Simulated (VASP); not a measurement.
# Ta (R-3m) in VASP: single point with PBEsol

Aim: the single point of Ta with PBEsol.

Everything below comes from runs of VASP 6.6.1. Logs are shortened: lines on timing, memory, paths and dates and some standing lists are left out, and cuts for length are marked.

**1. The cell of the first run**

It takes space group R-3m (No. 166, trigonal). Conventional cell: a = 2.888 Å, b = 2.888 Å, c = 7.428 Å, α = 90.00°, β = 90.00°, γ = 120.00°. Within 3.8 Å of Ta (site symmetry -3m) lie 12 Ta at 2.89 to 2.98 Å.

**2. Single point, PBEsol**

Input file INCAR:

```
PREC = Accurate
ENCUT = 520
EDIFF = 1E-6
ISMEAR = 0
SIGMA = 0.1
LREAL = False
LASPH = True
NELM = 100
ALGO = Normal
ISIF = 2
LWAVE = False
LCHARG = False
GGA = PS
NBANDS = 12
ISYM = 0
```

Input file KPOINTS:

```
Automatic mesh
0
Gamma
  12 12 14
```

Input file POSCAR:

```
Ta
1.0
    2.8877312819      0.0000000000      0.0000000000
   -1.4438656410      2.5008486494      0.0000000000
    1.4438656410      0.8336162165      2.4758972445
Ta
1
Direct
    0.0000000000      0.0000000000      0.0000000000
```

Potentials or basis: VASP PAW PBE potentials, release 64 (Ta_pv).

Launch:

```console
cat potpaw_PBE.64/Ta_pv/POTCAR > POTCAR
mpirun -np 1 vasp_std > vasp.out
```

OUTCAR:

```text
PREC = Accurate
   ENCUT = 520
   EDIFF = 1E-6
   ISMEAR = 0
   LREAL = False
   LASPH = True
   NELM = 100
   ISIF = 2
   GGA = PS
   ISYM = 0

 ion  position               nearest neighbor table
   1  0.000  0.000  0.000-

IMPORTANT INFORMATION: All symmetrisations will be switched off!
NOSYMM: (Re-)initialisation of all symmetry stuff for point group C_1.

----------------------------------------------------------------------------------------

                                     Primitive cell

  volume of cell :      17.8804

  direct lattice vectors                    reciprocal lattice vectors
     2.887731282  0.000000000  0.000000000     0.346292609  0.199932131 -0.269262655
    -1.443865641  2.500848649  0.000000000     0.000000000  0.399864262 -0.134631328
     1.443865641  0.833616216  2.475897245     0.000000000  0.000000000  0.403893983

  length of vectors
     2.887731282  2.887731282  2.984917277     0.482072407  0.421920635  0.403893983

  position of ions in fractional coordinates (direct lattice)
     0.000000000  0.000000000  0.000000000

  ion indices of the primitive-cell ions
   primitive index   ion index
                 1           1

----------------------------------------------------------------------------------------

 KPOINTS: Automatic mesh

Automatic generation of k-mesh.
 Grid dimensions read from file:
 generate k-points for:   12   12   14

 Generating k-lattice:

  Cartesian coordinates                     Fractional coordinates (reciprocal lattice)
     0.028857717  0.016661011 -0.022438555     0.083333333  0.000000000  0.000000000
     0.000000000  0.033322022 -0.011219277     0.000000000  0.083333333 -0.000000000
     0.000000000  0.000000000  0.028849570     0.000000000  0.000000000  0.071428571

  Length of vectors
     0.040172701  0.035160053  0.028849570

  Shift w.r.t. Gamma in fractional coordinates (k-lattice)
     0.000000000  0.000000000  0.000000000

 -----------------------------------------------------------------------------
|                                                                             |
|           W    W    AA    RRRRR   N    N  II  N    N   GGGG   !!!           |
|           W    W   A  A   R    R  NN   N  II  NN   N  G    G  !!!           |
|           W    W  A    A  R    R  N N  N  II  N N  N  G       !!!           |
|           W WW W  AAAAAA  RRRRR   N  N N  II  N  N N  G  GGG   !            |
|           WW  WW  A    A  R   R   N   NN  II  N   NN  G    G                |
|           W    W  A    A  R    R  N    N  II  N    N   GGGG   !!!           |
|                                                                             |
|     Your reciprocal lattice and k-lattice belong to different lattice       |
|     classes:                                                                |
|                                                                             |
|        The reciprocal lattice is rhombohedral (trigonal),                   |
|        whereas your k-lattice is base-centered monoclinic.                  |
|                                                                             |
|     Results are often still useful ...                                      |
|                                                                             |
 -----------------------------------------------------------------------------

 WARNING: IBZKPT: internal override: KBLOWUP is changed to .FALSE.
      ... skipping the blow-up phase ...

 Subroutine IBZKPT returns following result:
 ===========================================

 Found   1012 irreducible k-points:

 Following reciprocal coordinates:
            Coordinates               Weight
  0.000000  0.000000  0.000000      1.000000
  0.083333 -0.000000 -0.000000      2.000000
  0.166667  0.000000 -0.000000      2.000000
  0.250000 -0.000000  0.000000      2.000000
  0.333333 -0.000000  0.000000      2.000000
  0.416667 -0.000000  0.000000      2.000000
[... 16 lines left out ...]
  0.250000  0.166667 -0.000000      2.000000
  0.333333  0.166667  0.000000      2.000000
 [... further k-points ...]
   k-points           NKPTS =   1012   k-points in BZ     NKDIM =   1012   number of bands    NBANDS=     12
   number of dos      NEDOS =    301   number of ions     NIONS =      1
   total plane-waves  NPLWV =  13824
   dimension x,y,z NGX =    24 NGY =   24 NGZ =   24
   dimension x,y,z NGXF=    48 NGYF=   48 NGZF=   48
   ions per type =               1
   NGX,Y,Z   is equivalent  to a cutoff of  13.82, 13.82, 13.37 a.u.
   NGXF,Y,Z  is equivalent  to a cutoff of  27.63, 27.63, 26.73 a.u.
 SYSTEM =  unknown system
   PREC   = accura    normal or accurate (medium, high low for compatibility)
   ISTART =      0    job   : 0-new  1-cont  2-samecut
   ICHARG =      2    charge: 1-file 2-atom 10-const
   ISPIN  =      1    spin polarized calculation?
   LNONCOLLINEAR =      F non collinear calculations
   LSORBIT =      F    spin-orbit coupling
   LASPH  =      T    aspherical Exc in radial PAW
   ENCUT  =  520.0 eV  38.22 Ry    6.18 a.u.   5.37  5.37  5.55*2*pi/ulx,y,z
   NELM   =    100;   NELMIN=  2; NELMDL= -5     # of ELM steps
   EDIFF  = 0.1E-05   stopping-criterion for ELM
   LREAL  =      F    real-space projection
   EDIFFG = 0.1E-04   stopping-criterion for IOM
   NSW    =      0    number of steps for IOM
   IBRION =     -1    ionic relax: 0-MD 1-quasi-New 2-CG
   NFREE  =      0    steps in history (QN), initial steepest desc. (CG)
   ISIF   =      2    stress and relaxation
   ISYM   =      0    0-nonsym 1-usesym 2-fastsym
   POTIM  = 0.5000    time-step for ionic-motion
   TEBEG  =    0.0;   TEEND  =   0.0 temperature during run
   PSTRESS=    0.0 pullay stress
   NELECT =      11.0000    total number of electrons
   NUPDOWN=      -1.0000    fix difference up-down
   EMIN   =  10.00;   EMAX   =-10.00  energy-range for DOS
   EFERMI =   0.00;   METHOD = LEGACY
   ISMEAR =     0;   SIGMA  =   0.10  broadening in eV -4-tet -1-fermi 0-gaus
   EFERMI_NEDOS =   21; number of points for ismear=-14 and -15
   IALGO  =     38    algorithm
   IMIX   =      4    mixing-type and parameters
     AMIX     =   0.40;   BMIX     =  1.00
     AMIX_MAG =   1.60;   BMIX_MAG =  1.00
  volume/ion in A,a.u.               =      17.88       120.66
  Fermi-wavevector in a.u.,A,eV,Ry     =   1.392345  2.631150 26.376581  1.938624
  Thomas-Fermi vector in A             =   2.516096
   LORBIT       =      0    0 simple, 1 ext, 2 COOP (PROOUT), +10 PAW based schemes
   GGA     = PS    functional components
   LHFCALC =     F    Hartree Fock is set to
   AEXX    =    0.0000 exact exchange contribution
   IVDW    =     0    specifies the selected vdW correction
   LEPSILON=     F    determine dielectric tensor
   LRPA    =     F    only Hartree local field effects (RPA)
 non-spin polarized calculation
 Gauss-broadening in eV      SIGMA  =   0.10
  energy-cutoff  :      520.00
  volume of cell :       17.88
 maximum number of plane-waves:       500
 NGX is ok and might be reduce to    24
   NGX = 11   NGY = 11   NGZ = 11

 number of electron      10.9999999 magnetization

 Free energy of the ion-electron system (eV)
  ---------------------------------------------------
  ext. energy  EPLUGINS =         0.00000000
  ---------------------------------------------------
  free energy    TOTEN  =       -12.27752767 eV

  energy without entropy =      -12.27148570  energy(sigma->0) =      -12.27450668

 E-fermi :   5.7408     XC(G=0): -12.7646

 val. band max:        5.7407710053   @ k =   0.0000   0.1667   0.3571
 cond. band min:       5.7422417971   @ k =   0.0833  -0.0000   0.0714
 fundamental gap:      0.0014707918
 Fermi energy:         5.7407728648

 k-point     1 :       0.0000    0.0000    0.0000
  band No.  band energies     occupation
      1     -27.7095      2.00000
      2     -27.5691      2.00000
      3     -27.5679      2.00000
      4      -2.5763      2.00000
      5       5.6065      1.94243
      6       6.4527      0.00000
      7       6.4534      0.00000
      8       9.4306      0.00000
      9       9.4318      0.00000
     10      18.4018      0.00000
     11      20.0453      0.00000
     12      22.7251      0.00000

 k-point     2 :       0.0833   -0.0000   -0.0000
  band No.  band energies     occupation
      1     -27.7546      2.00000
      2     -27.6416      2.00000
      3     -27.5967      2.00000
      4      -2.1822      2.00000
      5       5.5491      1.99329
      6       6.3419      0.00000
      7       6.6889      0.00000
      8       8.8956      0.00000
      9       9.5642      0.00000
     10      19.2273      0.00000
     11      20.0444      0.00000
     12      22.5390      0.00000

 k-point     3 :       0.1667    0.0000   -0.0000
  band No.  band energies     occupation
      1     -27.9355      2.00000
      2     -27.7728      2.00000
      3     -27.6746      2.00000
      4      -1.0961      2.00000
      5       4.7854      2.00000
      6       6.8603      0.00000
      7       7.3887      0.00000
      8       7.6569      0.00000
      9       9.9436      0.00000
     10      20.0426      0.00000
     11      21.3625      0.00000
     12      22.2764      0.00000

 k-point     4 :       0.2500   -0.0000    0.0000
  band No.  band energies     occupation
      1     -28.2219      2.00000
      2     -27.8925      2.00000
      3     -27.7797      2.00000
      4       0.3190      2.00000
      5       3.7713      2.00000
      6       6.4583      0.00000
      7       8.0659      0.00000
      8       8.5228      0.00000
      9      10.5107      0.00000
     10      20.0406      0.00000
     11      22.8103      0.00000
     12      23.1470      0.00000

 k-point     5 :       0.3333   -0.0000    0.0000
  band No.  band energies     occupation
      1     -28.4978      2.00000
      2     -28.0017      2.00000
      3     -27.8834      2.00000
      4       1.2163      2.00000
      5       2.9141      2.00000
      6       6.5204      0.00000
      7       9.6447      0.00000
      8      10.0177      0.00000
      9      11.1572      0.00000
     10      20.0304      0.00000
     11      20.8408      0.00000
     12      21.7472      0.00000
[... 228 lines left out ...]
      1     -28.1387      2.00000
      2     -27.7878      2.00000
      3     -27.6753      2.00000
      4      -0.4912      2.00000
      5       4.9035      2.00000
      6       6.3509      0.00000
      7       7.0907      0.00000
      8       8.6155      0.00000
      9       9.8211      0.00000
     10      19.5403      0.00000
     11      20.0566      0.00000
     12      22.6960      0.00000

 k-point    22 :       0.1667    0.1667    0.0000
  band No.  band energies     occupation
      1     -28.3597      2.00000
      2     -27.8794      2.00000
      3     -27.8022      2.00000
      4       0.8035      2.00000
      5       4.1465      2.00000
      6       5.8951      0.02907
      7       7.3418      0.00000
      8       9.4922      0.00000
      9      10.8970      0.00000
     10      19.8038      0.00000
     11      20.0990      0.00000
     12      23.1483      0.00000

 k-point    23 :       0.2500    0.1667   -0.0000
  band No.  band energies     occupation
      1     -28.5336      2.00000
      2     -27.9738      2.00000
      3     -27.9597      2.00000
      4       1.7587      2.00000
      5       3.4500      2.00000
      6       5.6289      1.88631
      7       8.2940      0.00000
      8      11.1755      0.00000
      9      11.9102      0.00000
     10      18.5750      0.00000
     11      20.0620      0.00000
     12      21.7458      0.00000

 k-point    24 :       0.3333    0.1667    0.0000
  band No.  band energies     occupation
      1     -28.6352      2.00000
      2     -28.0978      2.00000
      3     -28.0375      2.00000
      4       1.8085      2.00000
      5       2.9701      2.00000
      6       6.5905      0.00000
      7       9.4668      0.00000
      8      12.1420      0.00000
      9      13.4689      0.00000
     10      16.2347      0.00000
     11      19.9176      0.00000
     12      20.0469      0.00000

 [... further k-points ...]

------------------------ aborting loop because EDIFF is reached ----------------------------------------

  FORCE on cell =-STRESS in cart. coord.  units (eV):
  Direction    XX          YY          ZZ          XY          YZ          ZX
  --------------------------------------------------------------------------------------
  -------------------------------------------------------------------------------------
  Total        0.5329940      0.5355711      0.2209137     -0.0022279      0.0145580      0.0252149
  in kB       47.7590923     47.9900221     19.7950418     -0.1996355      1.3044771      2.2593922
  external PRESSURE =      38.5147187 kB  Pullay stress =       0.0000000 kB

 VOLUME and BASIS-vectors are now :
 -----------------------------------------------------------------------------
  energy-cutoff  :      520.00
  volume of cell :       17.88
      direct lattice vectors                 reciprocal lattice vectors
     2.887731282  0.000000000  0.000000000     0.346292609  0.199932131 -0.269262655
    -1.443865641  2.500848649  0.000000000     0.000000000  0.399864262 -0.134631328
     1.443865641  0.833616216  2.475897245     0.000000000  0.000000000  0.403893983

 POSITION                                       TOTAL-FORCE (eV/Angst)
 -----------------------------------------------------------------------------------
      0.00000      0.00000      0.00000         0.000000      0.000000     -0.000000
 -----------------------------------------------------------------------------------
    total drift:                                0.000000      0.000000     -0.000000

  FREE ENERGIE OF THE ION-ELECTRON SYSTEM (eV)
  ---------------------------------------------------
  free  energy   TOTEN  =       -12.2775276705 eV

  energy  without entropy=      -12.2714856952  energy(sigma->0) =      -12.27450668
```

Wall time 80 s (1 thread of Intel Xeon 6975P-C (Granite Rapids), shared host); peak memory 0.32 GiB.

Results:

| Quantity | Value |
| --- | --- |
| Free energy | -12.2775 eV |
| Pressure | 3.9 GPa |

Caveat: the PAW data sets were made with another functional, which shifts forces and pressure a little; spin-orbit coupling is left out, which moves the levels of the heavy elements.
